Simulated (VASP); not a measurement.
Ag, 4 atoms in the cell. The structure is hexagonal, space group P6_3/mmc (No. 194). Conventional cell: a = 2.886 Å, b = 2.886 Å, c = 10.100 Å, α = 90.00°, β = 90.00°, γ = 120.00°. Within 3.8 Å of Ag (site symmetry -6m2) lie 12 Ag at 2.89 to 3.03 Å. Within 3.8 Å of Ag (site symmetry -3m) lie 12 Ag at 2.89 to 3.03 Å. This isn't the form of Ag at room conditions, which is fcc. This cell differs from its parent crystal: zz strain of +1 %.

- Program: VASP 6.6.1
- Task: single point
- Functional: PBE
- Potentials or basis: VASP PAW PBE potentials, release 64 (Ag)
- Cutoff: 520 eV
- k mesh: 14 × 14 × 4
- Occupations: fermi-dirac, width 0.08 eV
- Spin: no spin polarisation
- Dipole correction: no
- Further INCAR settings: ALGO = Normal; EDIFF = 1e-07; NBANDS = 30

Potentials or basis: VASP PAW PBE potentials, release 64 (Ag).

Run with:

```sh
$ cat potpaw_PBE.64/Ag/POTCAR > POTCAR
$ mpirun -np 1 vasp_std > vasp.out
```

Hardware: 1 thread of Intel(R) Xeon(R) Platinum 8259CL CPU @ 2.50GHz (Skylake/Cascade Lake), with other jobs on the host.

Task: How long does it take, and how much memory?

Result: Run time: 2.1 min on 1 thread of Intel(R) Xeon(R) Platinum 8259CL CPU @ 2.50GHz (Skylake/Cascade Lake), on a shared host, peak memory 0.27 GiB. Counts: scf iterations 13, k points 72.
